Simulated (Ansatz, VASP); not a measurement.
**C in VASP and in Ansatz**

Contents of INCAR:

```
SYSTEM = C
ALGO = Normal
EDIFF = 1E-7
EDIFFG = -0.04
ENCUT = 910
GGA = PE
GGA_COMPAT = .FALSE.
IBRION = 2
ISIF = 3
ISMEAR = 0
LASPH = .TRUE.
LCHARG = .FALSE.
LREAL = .FALSE.
LWAVE = .FALSE.
NELM = 120
NELMIN = 4
NSW = 90
PREC = Accurate
SIGMA = 0.1
```

KPOINTS

```
k-points
0
G
  10 10 10
  0 0 0
```

The input POSCAR:

```
C
1.0
   -1.2309364123      1.2309364123      1.8726901807
    1.2309364123     -1.2309364123      1.8726901807
    1.2309364123      1.2309364123     -1.8726901807
C
1
Direct
    0.0000000000      0.0000000000      0.0000000000
```

Input for Ansatz:

```yaml
crystal:
  lattice:
    - [-1.2309364123, 1.2309364123, 1.8726901807]
    - [1.2309364123, -1.2309364123, 1.8726901807]
    - [1.2309364123, 1.2309364123, -1.8726901807]
  atoms:
    - { symbol: C, position: [0.0, 0.0, 0.0] }
basis:
  ecutwfc: 420
kpoints:
  mp_grid: { grid: [10, 10, 10] }
hamiltonian:
  xc: pbe
scf:
  occupations: { method: gaussian, width: 0.1 }
  lower_state_search: "off"
output:
  forces: true
  stress: true
  eigenvalues: true
relax:
  adjacent_minimum: "off"
  f_tol: 0.04
  max_steps: 70
  cell: { stress_tol: 0.4 }
```

Alike in both runs: task relaxation of cell and atoms; functional PBE; k mesh 10 × 10 × 10; occupations gaussian, width 0.1 eV; no spin polarisation.

|  | VASP | Ansatz |
| --- | --- | --- |
| version | VASP 6.6.1 | Ansatz 0.2.0 |
| potentials or method | VASP PAW PBE potentials, release 64 (C_h), cutoff 910 eV | scalar-relativistic, plane waves, PAW |
| valence electrons in the cell | 4 | 4 |

Ansatz gave:

| Property | Result |
| --- | --- |
| gap on the k mesh at the Fermi level, each at its own relaxed structure (eV) | none |
| relaxed volume (Å³/atom) | 9.73 |
| relaxed cell length with the largest relative difference (Å) | 3.902 |

Problem. What did VASP give for the same quantities?

Solution. gap on the k mesh at the Fermi level, each at its own relaxed structure (eV): none; relaxed volume (Å³/atom): 7.20; relaxed cell length with the largest relative difference (Å): 3.000.

A gap of «none» marks a metal or a gap that the smearing closes. One of these differences is far larger than is usual between the two programs; its cause wasn't traced.

The k mesh is coarse, so the values compare programs but aren't converged. Noted on VASP's run: the cutoff is short for stress, so the pressure is rough; the volume moved by over 15 % at a fixed basis, so the end points are rough.
